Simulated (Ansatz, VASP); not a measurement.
# Two plane-wave programs on WS2

File INCAR:

```
SYSTEM = WS2
  PREC = Accurate
  ENCUT = 520
  EDIFF = 1E-6
  ISMEAR = -1
  SIGMA = 0.05
  LREAL = .False.
  LASPH = .True.
  NELM = 60
  ALGO = Normal
  ISIF = 2
  LWAVE = .False.
  LCHARG = .False.
  GGA = PE
  NBANDS = 35
```

The input KPOINTS:

```
regular mesh
0
Gamma
  17 17 4
  0 0 0
```

POSCAR

```
WS2
1.0
    3.1800000000      0.0000000000      0.0000000000
   -1.5900000000      2.7539607840      0.0000000000
    0.0000000000      0.0000000000     12.5000000000
W S
2 4
Direct
    0.6666666667      0.3333333333      0.7500000000
    0.3333333333      0.6666666667      0.2500000000
    0.6666666667      0.3333333333      0.3750000000
    0.3333333333      0.6666666667      0.8750000000
    0.6666666667      0.3333333333      0.1250000000
    0.3333333333      0.6666666667      0.6250000000
```

File input.yaml:

```yaml
crystal:
  lattice:
    - [3.18, 0.0, 0.0]
    - [-1.59, 2.753960784, 0.0]
    - [0.0, 0.0, 12.5]
  atoms:
    - { symbol: W, position: [0.6666666667, 0.3333333333, 0.75] }
    - { symbol: W, position: [0.3333333333, 0.6666666667, 0.25] }
    - { symbol: S, position: [0.6666666667, 0.3333333333, 0.375] }
    - { symbol: S, position: [0.3333333333, 0.6666666667, 0.875] }
    - { symbol: S, position: [0.6666666667, 0.3333333333, 0.125] }
    - { symbol: S, position: [0.3333333333, 0.6666666667, 0.625] }
hamiltonian:
  xc: pbe
  pseudopotentials: { kind: paw }
kpoints:
  mp_grid: { grid: [17, 17, 4] }
scf:
  occupations: { method: fermi_dirac, width: 0.05 }
output:
  forces: true
  stress: true
  eigenvalues: true
```

Alike in both runs: task single point; functional PBE; k mesh 17 × 17 × 4; occupations fermi-dirac, width 0.05 eV; no spin polarisation.

```csv
,VASP,Ansatz
version,VASP 6.6.1,Ansatz 0.2.0
potentials or method,"VASP PAW PBE potentials, release 64 (W_sv, S)",Ansatz PAW
plane-wave cutoff (eV),520,420
valence electrons in the cell,52,52
```

VASP gave:

| Quantity | Value |
| --- | --- |
| gap on the k mesh at the Fermi level (eV) | 1.06 |
| least direct gap on the mesh (eV) | 1.86 |
| pressure (GPa) | 2.2 |
| traceless stress, the component that is largest in VASP (GPa) | 1.23 |
| rms of the force components (eV/Å) | 0.062 |

What did Ansatz give for the same quantities?

gap on the k mesh at the Fermi level (eV): 1.04; least direct gap on the mesh (eV): 1.85; pressure (GPa): 2.3; traceless stress, the component that is largest in VASP (GPa): 1.23; rms of the force components (eV/Å): 0.061.

Atom by atom the forces differ by 0.001 eV/Å (rms over components).

Spin-orbit coupling is off throughout. Noted on Ansatz's run: odd divisions of the mesh miss points on the zone boundary, where band edges often lie, so the gap on the mesh can be too wide.
